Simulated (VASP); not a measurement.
# ScSi5 (P-4m2) in VASP: further runs, part 2 of 2

VASP 6.6.1.

### Step 4. Relaxation of cell and atoms, PBE

This run uses another cell than the first one, of 22.67 Å³/atom, 1.191 times its volume.

File INCAR:

```
PREC = Accurate ; ENCUT = 600
EDIFF = 1E-7 ; ISMEAR = 0
SIGMA = 0.1 ; LREAL = F
LASPH = T ; NELM = 100
ALGO = Normal ; ISIF = 3
LWAVE = F ; LCHARG = F
GGA = PE ; IBRION = 2
NSW = 100 ; EDIFFG = -0.01
```

File KPOINTS:

```
regular mesh
0
Gamma
  8 8 8
```

File POSCAR:

```
ScSi5
1.0
    5.1462752122      0.0000000000      0.0000000000
    0.0000000000      5.1462752122      0.0000000000
    0.0000000000      0.0000000000      5.1354665128
Sc Si
1 5
Direct
    0.5000000000      0.5000000000      0.5000000000
    0.0000000000      0.2792574588      0.6422281102
    0.2792574588      0.0000000000      0.3577718898
    0.7207425412      0.0000000000      0.3577718898
    0.0000000000      0.7207425412      0.6422281102
    0.0000000000      0.0000000000      0.0000000000
```

Potentials or basis: VASP PAW PBE potentials, release 64 (Sc_sv, Si).

Started as:

```console
cat potpaw_PBE.64/Sc_sv/POTCAR potpaw_PBE.64/Si/POTCAR > POTCAR
mpirun -np 1 vasp_std > vasp.out
```

OUTCAR:

```text
PREC = Accurate
   ENCUT = 600
   EDIFF = 1E-7
   ISMEAR = 0
   LREAL = F
   LASPH = T
   NELM = 100
   ISIF = 3
   GGA = PE
   IBRION = 2
   NSW = 100
   EDIFFG = -0.01

 ion  position               nearest neighbor table
   1  0.500  0.500  0.500-   2 2.91   3 2.91   4 2.91   5 2.91   3 2.91   4 2.91   2 2.91   5 2.91

   2  0.000  0.279  0.642-   5 2.27   6 2.33   3 2.50   4 2.50   5 2.87   1 2.91   1 2.91
   3  0.279  0.000  0.358-   4 2.27   6 2.33   5 2.50   2 2.50   4 2.87   1 2.91   1 2.91
   4  0.721  0.000  0.358-   3 2.27   6 2.33   5 2.50   2 2.50   3 2.87   1 2.91   1 2.91
   5  0.000  0.721  0.642-   2 2.27   6 2.33   4 2.50   3 2.50   2 2.87   1 2.91   1 2.91
   6  0.000  0.000  0.000-   2 2.33   3 2.33   4 2.33   5 2.33

  LATTYP: Found a simple tetragonal cell.
 ALAT       =     5.1462752122
 C/A-ratio  =     0.9978997044

  Lattice vectors:

[... 309 lines left out ...]

 Free energy of the ion-electron system (eV)
  ---------------------------------------------------
  ext. energy  EPLUGINS =         0.00000000
  ---------------------------------------------------
  free energy    TOTEN  =       -32.23608382 eV

  energy without entropy =      -32.21637120  energy(sigma->0) =      -32.22622751

 E-fermi :   5.3184     XC(G=0):  -8.9167

 val. band max:        5.3180511590   @ k =   0.5000   0.1250   0.0000
 cond. band min:       5.3197303966   @ k =   0.2500   0.0000   0.3750
 fundamental gap:      0.0016792375
 Fermi energy:         5.3184161985

 k-point     1 :       0.0000    0.0000    0.0000
  band No.  band energies     occupation
      1     -44.8224      2.00000
      2     -23.6060      2.00000
      3     -23.4148      2.00000
      4     -23.4148      2.00000
      5      -7.5314      2.00000
      6      -3.4704      2.00000
[... 505 lines left out ...]
      6      -4.5142      2.00000
[... 11 lines left out ...]
     18       5.9989      0.00000
     19       6.2179      0.00000

 [... further k-points ...]
[... 5 lines left out ...]
  --------------------------------------------------------------------------------------
  -------------------------------------------------------------------------------------
  Total       -0.0415500     -0.0415500      0.0285585      0.0000000      0.0000000      0.0000000
  in kB       -0.4879907     -0.4879907      0.3354101      0.0000000      0.0000000      0.0000000
  external PRESSURE =      -0.2135238 kB  Pullay stress =       0.0000000 kB
[... 21 lines left out ...]
  FREE ENERGIE OF THE ION-ELECTRON SYSTEM (eV)
  ---------------------------------------------------
  free  energy   TOTEN  =       -32.2360838228 eV

  energy  without entropy=      -32.2163711961  energy(sigma->0) =      -32.22622751

 reached required accuracy - stopping structural energy minimisation
```

OSZICAR:

```text
N       E                     dE             d eps       ncg     rms          rms(c)
DAV:   1     0.285176690843E+03    0.28518E+03   -0.13627E+04  2866   0.152E+03
[... 38 lines left out ...]
DAV:   2    -0.322361671999E+02    0.31659E-03   -0.19077E-03  5028   0.456E-01    0.634E-02
DAV:   3    -0.322360992712E+02    0.67929E-04   -0.36557E-04  5060   0.178E-01    0.271E-02
DAV:   4    -0.322360850730E+02    0.14198E-04   -0.62472E-05  4660   0.695E-02    0.107E-02
DAV:   5    -0.322360835354E+02    0.15376E-05   -0.92211E-06  4961   0.269E-02    0.372E-03
DAV:   6    -0.322360836689E+02   -0.13351E-06   -0.10790E-06  4441   0.804E-03    0.139E-03
DAV:   7    -0.322360837856E+02   -0.11667E-06   -0.11807E-07  2280   0.378E-03    0.402E-04
DAV:   8    -0.322360838228E+02   -0.37185E-07   -0.29923E-08  1953   0.228E-03
   4 F= -.32236084E+02 E0= -.32226228E+02  d E =-.214043E-03
```

CONTCAR:

```text
ScSi5
   1.00000000000000
     5.1458835678390171    0.0000000000000000    0.0000000000000000
     0.0000000000000000    5.1458835678390171   -0.0000000000000000
     0.0000000000000000    0.0000000000000000    5.1516988915937052
  Sc              Si
     1     5
Direct
     0.5000000000000000    0.5000000000000000    0.5000000000000000
     0.0000000000000000    0.2786143614476017    0.6423347114879843
     0.2786143614476017    0.0000000000000000    0.3576652885120157
     0.7213856385523983    1.0000000000000000    0.3576652885120157
     0.0000000000000000    0.7213856385523983    0.6423347114879843
     1.0000000000000000    1.0000000000000000    1.0000000000000000

  0.00000000E+00  0.00000000E+00  0.00000000E+00
  0.00000000E+00  0.00000000E+00  0.00000000E+00
  0.00000000E+00  0.00000000E+00  0.00000000E+00
  0.00000000E+00  0.00000000E+00  0.00000000E+00
  0.00000000E+00  0.00000000E+00  0.00000000E+00
  0.00000000E+00  0.00000000E+00  0.00000000E+00
```

Wall time 9.5 min (1 thread of Intel Xeon Platinum 8259CL at 2.50GHz (Skylake/Cascade Lake), shared host); peak memory 0.42 GiB.

What came out:

- Free energy: -32.2361 eV
- Relaxed volume: 22.74 Å³/atom
- Relaxed cell: a = 5.146 Å, b = 5.146 Å, c = 5.152 Å, α = 90.00°, β = 90.00°, γ = 90.00°
- Space group after relaxing (to 0.05 Å): P-4m2 (No. 115)
- Energy gained by relaxing: 0.1 meV/atom
- Ionic steps: 4
- Pressure after relaxing: 0.0 GPa
- Largest force after relaxing: 0.007 eV/Å

Forces on the atoms (eV/Å):
```
Sc   0.000  0.000  0.000
Si   0.000  0.000  0.007
Si   0.000  0.000 -0.007
Si   0.000  0.000 -0.007
Si   0.000  0.000  0.007
Si   0.000  0.000  0.000
```

Step by step:
```csv
step,energy change (eV),largest force (eV/Å),pressure (GPa),volume (Å³)
1,0.0000,0.0621,0.18,136.01
2,-0.0006,0.0092,-0.07,136.50
3,-0.0006,0.0058,-0.05,136.46
4,-0.0009,0.0071,-0.02,136.42
```

Final structure:
```
Sc Si
1.0
     5.14588    0.00000    0.00000
     0.00000    5.14588    0.00000
     0.00000    0.00000    5.15170
Sc Si
1 5
Direct
  0.50000 0.50000 0.50000
  0.00000 0.27861 0.64233
  0.27861 0.00000 0.35767
  0.72139 0.00000 0.35767
  0.00000 0.72139 0.64233
  0.00000 0.00000 0.00000
```

Levels at points of the mesh, in eV from the Fermi level:
```tsv
k point	band 13	band 14	band 15	band 16	band 17	band 18	band 19
(0.00, 0.00, 0.00)	-2.27	-2.27	-0.49	-0.49	0.26	0.36	0.93
(0.50, 0.00, 0.00)	-3.03	-1.84	-0.22	-0.01	0.21	0.30	0.76
(0.50, 0.50, 0.00)	-2.51	-2.51	-0.98	-0.53	0.33	0.64	0.64
(0.00, 0.00, 0.50)	-3.04	-2.30	-1.03	0.27	0.27	1.13	1.32
(0.50, 0.00, 0.50)	-2.54	-2.34	-0.28	-0.09	0.23	0.93	1.14
(0.50, 0.50, 0.50)	-1.64	-1.33	-1.33	-0.23	0.71	1.11	1.32
```

### Step 5. Single point, PBE, collinear spin, ferromagnetic start

This run uses another cell than the first one, of 22.67 Å³/atom, 1.191 times its volume.

File INCAR:

```
PREC = Accurate
ENCUT = 520
EDIFF = 1E-6
ISMEAR = 0
SIGMA = 0.1
LREAL = F
LASPH = T
NELM = 150
ALGO = Normal
ISIF = 2
LWAVE = F
LCHARG = F
ISPIN = 2
MAGMOM = 1 0 0 0 0 0
LORBIT = 11
LMAXMIX = 4
GGA = PE
NBANDS = 28
```

File KPOINTS:

```
Automatic mesh
0
Gamma
  4 4 4
```

POSCAR is that of step 4.

Started as:

```console
cat potpaw_PBE.64/Sc_sv/POTCAR potpaw_PBE.64/Si/POTCAR > POTCAR
mpirun -np 1 vasp_std > vasp.out
```

It took 2 min on 1 thread of Intel Xeon Platinum 8259CL at 2.50GHz (Skylake/Cascade Lake), shared host; peak memory 0.33 GiB.

The run converged. Its results:

* Free energy: -32.1780 eV
* Pressure: 0.0 GPa
* Largest force: 0.015 eV/Å
* Net moment: 0.00 μB per cell
* Valence electrons inside the program's atomic spheres: Sc 9.37; Si 1.66, 1.68

Forces in eV/Å, atoms in the order of the input:
```
Sc   0.000  0.000  0.000
Si   0.000  0.010  0.012
Si   0.010  0.000 -0.012
Si  -0.010  0.000 -0.012
Si   0.000 -0.010  0.012
Si   0.000  0.000  0.000
```

Levels at points of the mesh, in eV from the Fermi level:
Spin up:
| k point | band 12 | band 13 | band 14 | band 15 | band 16 | band 17 | band 18 | band 19 | band 20 | band 21 |
| --- | --- | --- | --- | --- | --- | --- | --- | --- | --- | --- |
| (0.00, 0.00, 0.00) | -2.44 | -2.26 | -2.26 | -0.47 | -0.47 | 0.26 | 0.36 | 0.92 | 2.11 | 2.11 |
| (0.50, 0.00, 0.00) | -3.07 | -3.04 | -1.83 | -0.24 | -0.01 | 0.20 | 0.30 | 0.78 | 1.00 | 1.63 |
| (0.50, 0.50, 0.00) | -3.21 | -2.52 | -2.52 | -1.00 | -0.53 | 0.33 | 0.63 | 0.63 | 1.68 | 1.97 |
| (0.00, 0.00, 0.50) | -3.89 | -3.02 | -2.31 | -1.04 | 0.26 | 0.26 | 1.14 | 1.38 | 1.52 | 2.26 |
| (0.50, 0.00, 0.50) | -2.88 | -2.52 | -2.37 | -0.29 | -0.08 | 0.20 | 0.95 | 1.15 | 1.75 | 1.82 |
| (0.50, 0.50, 0.50) | -2.06 | -1.66 | -1.35 | -1.35 | -0.22 | 0.70 | 1.16 | 1.31 | 1.31 | 1.37 |
Spin down:
```csv
k point,band 14,band 15,band 16,band 17,band 18,band 19
"(0.00, 0.00, 0.00)",-2.26,-0.47,-0.47,0.26,0.36,0.92
"(0.50, 0.00, 0.00)",-1.83,-0.24,-0.01,0.21,0.30,0.78
"(0.50, 0.50, 0.00)",-2.52,-1.00,-0.53,0.33,0.63,0.63
"(0.00, 0.00, 0.50)",-2.31,-1.04,0.26,0.26,1.14,1.38
"(0.50, 0.00, 0.50)",-2.37,-0.29,-0.08,0.20,0.95,1.15
"(0.50, 0.50, 0.50)",-1.35,-1.35,-0.22,0.71,1.16,1.31
```

### Step 6. The runs side by side

```csv
task,spin,cell,k mesh,cutoff (eV),gap on the mesh (eV),pressure (GPa),largest force (eV/Å)
single point,off,"a = 4.973, b = 4.973, c = 4.618 Å, 6 atoms",4 × 4 × 4,520,none,19.9,3.81
single point,off,"a = 5.144, b = 5.144, c = 5.158 Å, 6 atoms",8 × 8 × 8,520,none,0.0,0.01
relaxation of cell and atoms,off,"relaxed from a = 5.146, b = 5.146, c = 5.135 Å, 6 atoms",8 × 8 × 8,600,none,0.0,0.01
single point,"collinear, ferromagnetic start","a = 5.146, b = 5.146, c = 5.135 Å, 6 atoms",4 × 4 × 4,520,none,0.0,0.02
```

Alike in all rows: level PBE; potentials or basis VASP PAW PBE potentials, release 64 (Sc_sv, Si); smearing gaussian 0.1 eV.

Caveats: forces of over 1 eV/Å act on the atoms, so gaps and moduli don't describe the material at rest (some runs).

Total energies depend on the potentials used, so only differences within one code and one set of settings carry meaning.
